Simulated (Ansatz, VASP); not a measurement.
# Two plane-wave programs on TiAl3

```xyz
4
Lattice="2.7814 0.0000 0.0000 0.0000 4.6711 0.0000 0.0000 0.0000 4.8934" Properties=species:S:1:pos:R:3 pbc="T T T"
Ti    0.1688    2.3355    0.7984
Al    1.3907    2.3355    3.2494
Al    1.3907    0.0000    1.6300
Al    0.0000    0.0000    4.1089
```

Alike in both runs: task single point; functional PBEsol; k mesh 18 × 10 × 10; occupations gaussian, width 0.15 eV; no spin polarisation.

|  | VASP | Ansatz |
| --- | --- | --- |
| version | VASP 6.6.1 | Ansatz 0.2.0 |
| potentials or method | VASP PAW PBE potentials, release 64 (Ti_sv, Al), cutoff 520 eV | scalar-relativistic, plane waves, PAW |
| valence electrons in the cell | 21 | 21 |

|  | VASP | Ansatz | Ansatz less VASP |
| --- | --- | --- | --- |
| gap on the k mesh at the Fermi level (eV) | none | none | - |
| pressure (GPa) | 0.4 | 0.3 | -0.06 |
| traceless stress, the component that is largest in VASP (GPa) | 1.04 | 1.04 | -0.003 |
| rms of the force components (eV/Å) | 0.287 | 0.287 | -0.0003 |

VASP's potentials were made for PBE, not for PBEsol. Atom by atom the forces differ by 0.001 eV/Å (rms over components). A gap of «none» marks a metal or a gap that the smearing closes.
